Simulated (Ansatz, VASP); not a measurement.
# One calculation of Si2Mo, two programs

INCAR

```
PREC = Accurate
ENCUT = 500
EDIFF = 1E-6
ISMEAR = -5
SIGMA = 0.15
LREAL = F
LASPH = T
NELM = 120
ALGO = Normal
ISIF = 2
LWAVE = F
LCHARG = T
GGA = PE
LELF = T
LVHAR = T
NBANDS = 18
GGA_COMPAT = F
```

The input KPOINTS:

```
Automatic mesh
0
Gamma
  20 20 20
```

File POSCAR:

```
Si2Mo
1.0
   -1.6084236815      1.6084236815      4.1727006059
    1.6084236815     -1.6084236815      4.1727006059
    1.6084236815      1.6084236815     -4.1727006059
Si Mo
2 1
Direct
    0.3350991396      0.3350991396      0.0000000000
    0.6649008604      0.6649008604      0.0000000000
    0.0000000000      0.0000000000      0.0000000000
```

Input for Ansatz:

```yaml
crystal:
  lattice:
    - [-1.6084236815, 1.6084236815, 4.1727006059]
    - [1.6084236815, -1.6084236815, 4.1727006059]
    - [1.6084236815, 1.6084236815, -4.1727006059]
  atoms:
    - { symbol: Si, position: [0.3350991396, 0.3350991396, 0.0] }
    - { symbol: Si, position: [0.6649008604, 0.6649008604, 0.0] }
    - { symbol: Mo, position: [0.0, 0.0, 0.0] }
basis:
  ecutwfc: "58.8 Ry"
kpoints:
  mp_grid: { grid: [20, 20, 20] }
hamiltonian:
  xc: pbe
scf:
  occupations: { method: tetrahedron }
output:
  forces: true
  eigenvalues: true
  stress: true
```

Alike in both runs: task single point; functional PBE; k mesh 20 × 20 × 20; occupations tetrahedron; no spin polarisation.

```csv
,VASP,Ansatz
version,VASP 6.6.1,Ansatz 0.2.0
potentials or method,"VASP PAW PBE potentials, release 64 (Si, Mo_sv), cutoff 500 eV","scalar-relativistic, plane waves, PAW"
valence electrons in the cell,22,22
```

```tsv
	VASP	Ansatz	Ansatz less VASP
gap on the k mesh at the Fermi level (eV)	none	none	-
pressure (GPa)	-10.6	-10.7	-0.16
traceless stress, the component that is largest in VASP (GPa)	-12.24	-12.22	+0.017
rms of the force components (eV/Å)	0.112	0.115	+0.0031
```

Atom by atom the forces differ by 0.003 eV/Å (rms over components). A gap of «none» marks a metal or a gap that the smearing closes. Ansatz's warnings: band table not solved further, tetrahedron derivatives may miss energy slope.
